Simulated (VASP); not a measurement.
Wanted: the native input for a VASP 6.6.1 run.

| Quantity | Value |
| --- | --- |
| Task | single point |
| Functional | PBE |
| Potentials or basis | VASP PAW PBE potentials, release 64 (Si) |
| Cutoff | 520 eV |
| k mesh | 12 × 12 × 12 |
| Occupations | gaussian, width 0.05 eV |
| Spin | no spin polarisation |
| Dipole correction | no |
| Further INCAR settings | ALGO = Normal; EDIFF = 1e-06; NBANDS = 16 |

The structure of Si lies in POSCAR:

```
Si
1.0
   -3.4325402058      3.4325402058      1.9805925921
    3.4325402058     -3.4325402058      1.9805925921
    3.4325402058      3.4325402058     -1.9805925921
Si
4
Direct
    0.1786105079      0.1786105079      0.3572210158
    0.8213894921      0.8213894921      0.6427789842
    0.1786105079      0.8213894921      0.0000000000
    0.8213894921      0.1786105079      0.0000000000
```

These files were run (other wordings do the same):

INCAR

```
  PREC = Accurate
  ENCUT = 520
  EDIFF = 1E-6
  ISMEAR = 0
  SIGMA = 0.05
  LREAL = False
  LASPH = True
  NELM = 80
  ALGO = Normal
  ISIF = 2
  LWAVE = False
  LCHARG = False
  GGA = PE
  NBANDS = 16
```

KPOINTS

```
Automatic mesh
0
Gamma
  12 12 12
```

Potentials or basis: VASP PAW PBE potentials, release 64 (Si).

Launch:

```console
$ cat potpaw_PBE.64/Si/POTCAR > POTCAR
$ mpirun -np 1 vasp_std > vasp.out
```

Results of the run:

| Item | Value |
| --- | --- |
| Pressure | -5.4 GPa |
| Largest force | 0.098 eV/Å |
| Band gap on the k mesh | 0.25 eV (least direct gap 0.50 eV) |

Caveat: the cell stands under tension.

Run time: 3.3 min on 1 thread of AMD EPYC 7R13 Processor (Zen 3), with other jobs on the host, peak memory 0.31 GiB.
